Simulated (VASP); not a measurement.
Input of a VASP 6.6.1 run:

The input POSCAR:

```
GaF
1.0
    3.1659200000      0.0000000000      0.0000000000
    0.0000000000      3.1659200000      0.0000000000
    0.0000000000      0.0000000000      3.1659200000
Ga F
1 1
Direct
    0.0000000000      0.0000000000      0.0000000000
    0.5000000000      0.5000000000      0.5000000000
```

The input INCAR.step1:

```
PREC = Accurate
ENCUT = 520
EDIFF = 1E-5
ISMEAR = -1
SIGMA = 0.05
LREAL = False
LASPH = True
NELM = 80
ALGO = Normal
ISIF = 2
LWAVE = True
LCHARG = False
NBANDS = 17
GGA = PE
```

Contents of INCAR.step2:

```
PREC = Accurate
ENCUT = 520
EDIFF = 1E-7
ISMEAR = -1
SIGMA = 0.05
LREAL = False
LASPH = True
NELM = 80
ALGO = Normal
ISIF = 2
LWAVE = False
LCHARG = False
GGA = PE
LHFCALC = True
HFSCREEN = 0.2079
PRECFOCK = Normal
NBANDS = 17
ISTART = 1
```

KPOINTS

```
Automatic mesh
0
Gamma
  5 5 5
```

Potentials or basis: VASP PAW PBE potentials, release 64 (Ga_d, F).

The run is started by

```console
$ cat potpaw_PBE.64/Ga_d/POTCAR potpaw_PBE.64/F/POTCAR > POTCAR
$ cp INCAR.step1 INCAR
$ mpirun -np 1 vasp_std > vasp.out
$ cp INCAR.step2 INCAR
$ mpirun -np 1 vasp_std > vasp.out
```

(1) Predict the pressure.

(2) What does it give for the band gap on the k mesh?

## Answers

(1) -0.7 GPa.

(2) 2.86 eV, indirect (least direct gap 3.72 eV).

Caveat: the PAW data sets were made with another functional, which shifts forces and pressure a little.
